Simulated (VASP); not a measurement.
# Mg: single point with revPBE+D3(BJ)

The system is Mg.

```
Mg
1.0
     0.00000    2.24426    2.24426
     2.24426    0.00000    2.24426
     2.24426    2.24426    0.00000
Mg
1
Direct
  0.00000 0.00000 0.00000
```

This isn't the form of Mg at room conditions, which is hcp.

```json
{
  "Program": "VASP 6.6.1",
  "Task": "single point",
  "Functional": "revPBE",
  "Dispersion": "D3(BJ)",
  "Potentials or basis": "VASP PAW PBE potentials, release 64 (Mg)",
  "Cutoff": "600 eV",
  "k mesh": "10 × 10 × 10",
  "Occupations": "methfessel-paxton, width 0.2 eV",
  "Spin": "no spin polarisation"
}
```

The pressure is -2.3 GPa. The band gap on the k mesh is zero (bands 1 and 2 overlap by 2.10 eV). The dispersion energy per atom is -0.551 eV.

Levels at points of the mesh, in eV from the Fermi level:
```
           k point  band 1  band 2  band 3  band 4
(0.00, 0.00, 0.00)   -7.06   12.39   12.39   12.39
(0.50, 0.00, 0.00)   -1.83   -1.34   11.28   11.28
(0.50, 0.50, 0.00)   -0.31    0.74    6.02    6.97
```

It took 18 s on 1 thread of Intel Xeon 8259CL, on a shared host, peak memory 0.16 GiB.

Caveat: the PAW data sets were made with another functional, which shifts forces and pressure a little.
